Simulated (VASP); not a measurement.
Hf: single point with r2SCAN

The system is Hf.

```
Hf
1.0
    -1.88623    1.80500    1.80500
     1.88623   -1.80500    1.80500
     1.88623    1.80500   -1.80500
Hf
1
Direct
  0.00000 0.00000 0.00000
```

This cell differs from its parent crystal: strain +0.0450 x Voigt [1, 0, 0, 0, 0, 0].

```json
{"Program": "VASP 6.6.1", "Task": "single point", "Functional": "r2SCAN", "Potentials or basis": "VASP PAW PBE potentials, release 64 (Hf_pv)", "Cutoff": "520 eV", "k mesh": "18 × 18 × 18", "Occupations": "gaussian, width 0.15 eV", "Spin": "no spin polarisation"}
```

| Property | Result |
| --- | --- |
| Pressure | -9.2 GPa |
| Band gap on the k mesh | zero (band 5 reaches 5.41 eV, above the bottom of band 6 at 3.16 eV) |

Stress tensor (GPa, compression positive):
```
 -7.28   0.00   0.00
  0.00 -10.15   0.00
  0.00   0.00 -10.15
```

Levels at points of the mesh, in eV from the Fermi level:
| k point | band 2 | band 3 | band 4 | band 5 | band 6 | band 7 | band 8 | band 9 |
| --- | --- | --- | --- | --- | --- | --- | --- | --- |
| (0.00, 0.00, 0.00) | -31.40 | -31.40 | -7.10 | 1.51 | 1.51 | 1.98 | 3.88 | 4.50 |
| (0.50, 0.00, 0.00) | -31.62 | -31.42 | -3.16 | -0.58 | 0.69 | 4.43 | 5.12 | 7.14 |
| (0.00, 0.50, 0.00) | -31.59 | -31.40 | -3.25 | -0.09 | 0.44 | 3.75 | 4.94 | 7.04 |
| (0.50, 0.50, 0.50) | -31.81 | -31.81 | -2.38 | -2.27 | 6.04 | 6.31 | 6.41 | 6.41 |

It took 3.9 min on 1 thread of Intel(R) Xeon(R) 6975P-C (Granite Rapids), on a shared host, peak memory 0.25 GiB.

Caveat: the cell differs from its parent crystal (strain +0.0450 x Voigt [1, 0, 0, 0, 0, 0]); the PAW data sets were made with another functional, which shifts forces and pressure a little; spin-orbit coupling is left out, which moves the levels of the heavy elements.
